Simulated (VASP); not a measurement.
Runs of VASP 6.6.1 on Ca. The structure is that of space group P6/mmm (No. 191), or close to it. The cells are those of the table. This isn't the form of Ca at room conditions, which is fcc.

```csv
cell,gap on the mesh (eV),pressure (GPa)
"a = 5.942, b = 5.942, c = 3.547 Å, angles 90.0, 90.0, 120.0°, 3 atoms",none,(b)
"a = 6.362, b = 6.362, c = 3.798 Å, angles 90.0, 90.0, 120.0°, 3 atoms",none,-1.2
"a = 6.283, b = 6.283, c = 3.750 Å, angles 90.0, 90.0, 120.0°, 3 atoms",none,(a)
"a = 6.201, b = 6.201, c = 3.701 Å, angles 90.0, 90.0, 120.0°, 3 atoms",none,0.0
"a = 6.440, b = 6.440, c = 3.844 Å, angles 90.0, 90.0, 120.0°, 3 atoms",none,-1.6
```

Alike in all rows: task single point; level PBEsol; potentials or basis VASP PAW PBE potentials, release 64 (Ca_sv); no spin polarisation; k mesh 7 × 7 × 10; cutoff (eV) 520; smearing fermi-dirac 0.1 eV.

Fill in the values left out.

(a) -0.6; (b) 2.7.

Caveats: the PAW data sets were made with another functional, which shifts forces and pressure a little.

A gap of «none» marks levels without a gap at the run's occupations.
